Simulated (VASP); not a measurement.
# Al3GaN4 (R3m) in VASP: further runs, part 2 of 2

VASP 6.6.1.

## Step 3: Single point, PBEsol

Contents of INCAR:

```
ALGO = Normal ; EDIFF = 1E-7
ENCUT = 520 ; GGA = PS
ISIF = 2 ; ISMEAR = 0
LASPH = T ; LCHARG = F
LREAL = F ; LWAVE = F
NBANDS = 31 ; NELM = 100
PREC = Accurate ; SIGMA = 0.05
```

Contents of KPOINTS:

```
k-points
0
Gamma
  6 6 6
```

Contents of POSCAR:

```
Al3GaN4
1.0
    4.5393319947      0.1615208909      0.1615208909
    0.1615208909      4.5393319947      0.1615208909
    0.1615208909      0.1615208909      4.5393319947
Al Ga N
3 1 4
Direct
    0.5000000000      0.5000000000      0.0000000000
    0.5000000000      0.0000000000      0.5000000000
    0.0000000000      0.5000000000      0.5000000000
    0.0000000000      0.0000000000      0.0000000000
    0.7447140287      0.7447140287      0.2552859713
    0.7447140287      0.2552859713      0.7447140287
    0.2552859713      0.7447140287      0.7447140287
    0.2552859713      0.2552859713      0.2552859713
```

Potentials or basis: VASP PAW PBE potentials, release 64 (Al, Ga_d, N).

Command:

```sh
$ cat potpaw_PBE.64/Al/POTCAR potpaw_PBE.64/Ga_d/POTCAR potpaw_PBE.64/N/POTCAR > POTCAR
$ mpirun -np 1 vasp_std > vasp.out
```

OUTCAR:

```text
EDIFF = 1E-7
   ENCUT = 520
   GGA = PS
   ISIF = 2
   ISMEAR = 0
   LASPH = T
   LREAL = F
   NELM = 100
   PREC = Accurate

 ion  position               nearest neighbor table
   1  0.500  0.500  0.000-   8 1.90   7 1.91   6 1.91   5 2.09   2 3.10   3 3.10   2 3.10   4 3.10
                             3 3.10   4 3.10   2 3.33   2 3.33   3 3.33   3 3.33
   2  0.500  0.000  0.500-   8 1.90   7 1.91   5 1.91   6 2.09   1 3.10   4 3.10   1 3.10   3 3.10
                             3 3.10   4 3.10   1 3.33   1 3.33   3 3.33   3 3.33
   3  0.000  0.500  0.500-   8 1.90   6 1.91   5 1.91   7 2.09   1 3.10   4 3.10   2 3.10   4 3.10
                             1 3.10   2 3.10   1 3.33   2 3.33   1 3.33   2 3.33
[... 1037 lines left out ...]
  external PRESSURE =    -118.7902489 kB  Pullay stress =       0.0000000 kB

 VOLUME and BASIS-vectors are now :
 -----------------------------------------------------------------------------
  energy-cutoff  :      520.00
  volume of cell :       93.19
      direct lattice vectors                 reciprocal lattice vectors
     4.539331995  0.161520891  0.161520891     0.220836727 -0.007587930 -0.007587930
     0.161520891  4.539331995  0.161520891    -0.007587930  0.220836727 -0.007587930
     0.161520891  0.161520891  4.539331995    -0.007587930 -0.007587930  0.220836727

 POSITION                                       TOTAL-FORCE (eV/Angst)
 -----------------------------------------------------------------------------------
      2.35043      2.35043      0.16152         0.100545      0.100545      0.140992
      2.35043      0.16152      2.35043         0.100545      0.140992      0.100545
      0.16152      2.35043      2.35043         0.140992      0.100545      0.100545
      0.00000      0.00000      0.00000         0.108292      0.108292      0.108292
      3.54203      3.54203      1.39940        -0.119928     -0.119928     -0.170474
      3.54203      1.39940      3.54203        -0.119928     -0.170474     -0.119928
      1.39940      3.54203      3.54203        -0.170474     -0.119928     -0.119928
      1.24130      1.24130      1.24130        -0.040045     -0.040045     -0.040045
 -----------------------------------------------------------------------------------
    total drift:                               -0.000203     -0.000203     -0.000203

  FREE ENERGIE OF THE ION-ELECTRON SYSTEM (eV)
  ---------------------------------------------------
  free  energy   TOTEN  =       -58.9163862467 eV

  energy  without entropy=      -58.9163862467  energy(sigma->0) =      -58.91638625
```

stdout:

```text
POSCAR found type information on POSCAR AlGaN
 POSCAR found :  3 types and       8 ions
 scaLAPACK will be used
 -----------------------------------------------------------------------------
|                                                                             |
|                                                                             |
|     You enforced a specific xc type in the INCAR file but a different       |
|     I HOPE YOU KNOW WHAT YOU ARE DOING!                                     |
|                                                                             |
 -----------------------------------------------------------------------------

 LDA part: xc-table for (Slater+PW92), standard interpolation
 POSCAR, INCAR and KPOINTS ok, starting setup
 FFT: planning ... GRIDC
 FFT: planning ... GRID_SOFT
 FFT: planning ... GRID
 WAVECAR not read
 entering main loop
```

Wall time 3.2 min (1 thread of Intel Xeon 8259CL, shared host); peak memory 0.25 GiB.

Results:

- Free energy: -58.9164 eV
- Pressure: -11.9 GPa
- Largest force: 0.240 eV/Å
- Band gap on the k mesh: 2.28 eV

Forces in eV/Å, atoms in the order of the input:
```
Al   0.101  0.101  0.141
Al   0.101  0.141  0.101
Al   0.141  0.101  0.101
Ga   0.108  0.108  0.108
N   -0.120 -0.120 -0.170
N   -0.120 -0.170 -0.120
N   -0.170 -0.120 -0.120
N   -0.040 -0.040 -0.040
```

Levels at points of the mesh, in eV from the valence-band top:
| k point | band 17 | band 18 | band 19 | band 20 | band 21 | band 22 | band 23 | band 24 | band 25 | band 26 |
| --- | --- | --- | --- | --- | --- | --- | --- | --- | --- | --- |
| (0.00, 0.00, 0.00) | -1.65 | -1.65 | -0.52 | 0.00 | 0.00 | 2.28 | 2.87 | 3.04 | 3.04 | 6.41 |
| (0.50, 0.00, 0.00) | -2.79 | -1.58 | -1.38 | -0.99 | -0.76 | 4.66 | 4.80 | 5.52 | 5.62 | 7.65 |
| (0.50, 0.50, 0.00) | -2.54 | -1.01 | -0.83 | -0.62 | -0.49 | 5.94 | 6.73 | 6.77 | 7.10 | 7.24 |
| (0.50, 0.50, 0.50) | -0.74 | -0.71 | -0.71 | -0.28 | -0.28 | 4.36 | 5.67 | 5.67 | 6.68 | 8.34 |

Caveat: the cell stands under tension; the PAW data sets were made with another functional, which shifts forces and pressure a little.
